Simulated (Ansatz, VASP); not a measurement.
# Pb in VASP and in Ansatz

Contents of INCAR:

```
SYSTEM = Pb
  ALGO = Normal
  EDIFF = 1E-6
  ENCUT = 520
  GGA = PS
  ISIF = 2
  ISMEAR = 0
  LASPH = .TRUE.
  LCHARG = .FALSE.
  LREAL = .FALSE.
  LWAVE = .FALSE.
  NBANDS = 13
  NELM = 80
  PREC = Accurate
  SIGMA = 0.1
```

File KPOINTS:

```
k-points
0
G
  6 6 6
  0 0 0
```

Contents of POSCAR:

```
Pb
1.0
    0.0000000000      2.4750200000      2.4750200000
    2.4750200000      0.0000000000      2.4750200000
    2.4750200000      2.4750200000      0.0000000000
Pb
1
Direct
    0.0000000000      0.0000000000      0.0000000000
```

Input for Ansatz:

```yaml
crystal:
  lattice:
    - [0.0, 2.47502, 2.47502]
    - [2.47502, 0.0, 2.47502]
    - [2.47502, 2.47502, 0.0]
  atoms:
    - { symbol: Pb, position: [0.0, 0.0, 0.0] }
basis:
  ecutwfc: 420
kpoints:
  mp_grid: { grid: [6, 6, 6] }
hamiltonian:
  xc: pbesol
  pseudopotentials: { kind: paw, azcp: { folder: soft_1 } }
scf:
  occupations: { method: gaussian, width: 0.1 }
output:
  forces: true
  stress: true
  eigenvalues: true
```

Alike in both runs: task single point; functional PBEsol; k mesh 6 × 6 × 6; occupations gaussian, width 0.1 eV; no spin polarisation.

|  | VASP | Ansatz |
| --- | --- | --- |
| version | VASP 6.6.1 | Ansatz 0.2.0 |
| potentials or method | VASP PAW PBE potentials, release 64 (Pb_d), cutoff 520 eV | scalar-relativistic, plane waves, PAW |
| valence electrons in the cell | 14 | 14 |

VASP gave:

| Item | Value |
| --- | --- |
| gap on the k mesh at the Fermi level (eV) | none |
| pressure (GPa) | 0.3 |

Q: What did Ansatz give for the same quantities?

A: gap on the k mesh at the Fermi level (eV): none; pressure (GPa): 0.4.

VASP's potentials were made for PBE, not for PBEsol, and Ansatz warns of the same on its side. A gap of «none» marks a metal or a gap that the smearing closes.

The k mesh is coarse, so the values compare programs but aren't converged. Spin-orbit coupling is off throughout.
